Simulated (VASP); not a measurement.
**EuO: single point with LDA+U**

The system is EuO.

```xyz
2
Lattice="0.0000 2.5720 2.5720 2.5720 0.0000 2.5720 2.5720 2.5720 0.0000" Properties=species:S:1:pos:R:3 pbc="T T T"
Eu    0.0000    0.0000    0.0000
O     2.5720    2.5720    2.5720
```

- Program: VASP 6.6.1
- Task: single point
- Functional: LDA
- Potentials or basis: VASP PAW PBE potentials, release 64 (Eu, O)
- Cutoff: 600 eV
- k mesh: 9 × 9 × 9
- Occupations: fermi-dirac, width 0.1 eV
- Spin: collinear spin, ferromagnetic start
- Starting moments: [7.0, 0.0] μB
- Hubbard terms: Eu f U = 2.0 eV
- Dipole correction: no
- Further INCAR settings: ALGO = Normal; EDIFF = 1e-06; NBANDS = 22

```
Pressure                                              : -11.1 GPa
Net moment                                            : 6.95 μB per cell
Site moments                                          : Eu +6.64; O -0.08 μB
Valence electrons inside the program's atomic spheres : Eu 14.78; O 4.91
```

Levels at points of the mesh, in eV from the Fermi level:
Spin up:
| k point | band 12 | band 13 | band 14 | band 15 | band 16 | band 17 | band 18 | band 19 |
| --- | --- | --- | --- | --- | --- | --- | --- | --- |
| (0.00, 0.00, 0.00) | -0.47 | -0.12 | -0.10 | -0.10 | -0.10 | 1.82 | 1.82 | 1.82 |
Spin down:
| k point | band 4 | band 5 | band 6 | band 7 | band 8 | band 9 | band 10 | band 11 | band 12 | band 13 |
| --- | --- | --- | --- | --- | --- | --- | --- | --- | --- | --- |
| (0.00, 0.00, 0.00) | -17.22 | -17.22 | -3.58 | -3.58 | -3.58 | 0.53 | 2.70 | 2.70 | 2.70 | 4.64 |

Eigenvalues of the final occupation matrices:
```tsv
site	spin	trace	eigenvalues
site 1 f	1	6.65	0.94 0.94 0.94 0.94 0.96 0.96 0.96
site 1 f	2	0.02	0.00 0.00 0.00 0.00 0.01 0.01 0.01
```

Wall time 54 s on 1 thread of Intel(R) Xeon(R) Platinum 8559C (Emerald Rapids) (shared host), peak memory 0.2 GiB.

Caveat: the PAW data sets were made with another functional, which shifts forces and pressure a little; spin-orbit coupling is left out, which moves the levels of the heavy elements; a cell with one magnetic atom can't hold antiferromagnetic order, which such compounds often take. The state reached can hang on the start; a lower one may exist.
